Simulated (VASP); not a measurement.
CaDyAs3:

```
Ca Dy As
1.0
     4.74119    0.00000    0.00000
     0.00000    4.74119    0.00000
     0.00000    0.00000    5.21890
Ca Dy As
1 1 3
Direct
  0.50000 0.50000 0.36335
  0.00000 0.00000 0.75154
  0.50000 0.50000 0.83929
  0.50000 0.00000 0.21432
  0.00000 0.50000 0.21432
```

The cell was generated, and may not be a known phase.

- Program: VASP 6.6.1
- Task: relaxation of cell and atoms
- Functional: PBE
- Potentials or basis: VASP PAW PBE potentials, release 64 (Ca_sv, Dy_3, As), 4f in core
- Cutoff: 500 eV
- k mesh: 4 × 4 × 4
- Occupations: gaussian, width 0.1 eV
- Spin: no spin polarisation

At the start: pressure 8.4 GPa; volume 23.46 Å³/atom.

Q: How do energy, volume and symmetry change on relaxing?

A: Over 37 steps the energy falls by 599.0 meV/atom and the volume is 32.28 Å³/atom (+37.6 %); space group P4mm (No. 99, to 0.1 Å) before and after.

Step by step:
```
step  energy change (eV)  largest force (eV/Å)  pressure (GPa)  volume (Å³)
   1              0.0000                0.9538            8.41       117.32
   2             -0.5002                0.6960           -1.70       139.49
   3             -0.5094                0.7213           -0.74       136.35
   4             -0.6102                0.7901           -0.70       135.78
   5             -0.9785                1.2788           -0.24       134.04
   6             -2.0617                1.6843            1.89       130.52
   7              0.0046                3.9845           22.54       123.34
   8             -2.3997                1.4724            4.36       128.98
   9             -2.4232                1.3869            5.74       128.29
  10             -2.4488                1.2712            5.79       128.83
  11             -2.4909                1.3367            6.04       130.44
  12             -2.5478                1.2103            5.28       131.81
  13             -2.6791                0.8623            3.17       135.97
  14             -2.7816                0.8801           -0.27       144.54
  15             -2.7817                0.8947           -0.37       144.83
  16             -2.7941                0.8557           -0.34       145.00
  17             -2.8255                0.7058           -0.23       145.51
  18             -2.8625                0.4319            0.01       146.50
  19             -2.8512                0.9615            0.59       148.41
  20             -2.8704                0.5936            0.22       147.30
  21             -2.8880                0.4497            0.22       148.20
  22             -2.9144                0.2062            0.31       150.95
  23             -2.9155                0.2801            0.36       151.57
  24             -2.9254                0.1709           -0.30       154.39
  25             -2.9266                0.2399           -0.63       155.87
  26             -2.9326                0.2515           -0.63       156.33
  27             -2.9493                0.2950           -0.64       157.66
  28             -2.9518                0.4453           -0.74       160.22
  29             -2.9576                0.3564           -0.69       158.89
  30             -2.9719                0.2208           -0.01       157.64
  31             -2.9732                0.1977            0.28       157.12
  32             -2.9794                0.1631            0.27       157.73
  33             -2.9903                0.1503            0.24       159.56
  34             -2.9914                0.1639            0.23       160.38
  35             -2.9936                0.0571           -0.26       162.20
  36             -2.9938                0.0472           -0.16       161.82
  37             -2.9949                0.0208           -0.05       161.39
```

Final structure:
```
Ca Dy As
1.0
     5.32353    0.00000    0.00000
     0.00000    5.32353    0.00000
     0.00000    0.00000    5.69471
Ca Dy As
1 1 3
Direct
  0.50000 0.50000 0.38729
  0.00000 0.00000 0.92732
  0.50000 0.50000 0.90683
  0.50000 0.00000 0.08068
  0.00000 0.50000 0.08068
```

Caveat: the volume moved by over 15 % at a fixed basis, so the end points are rough.
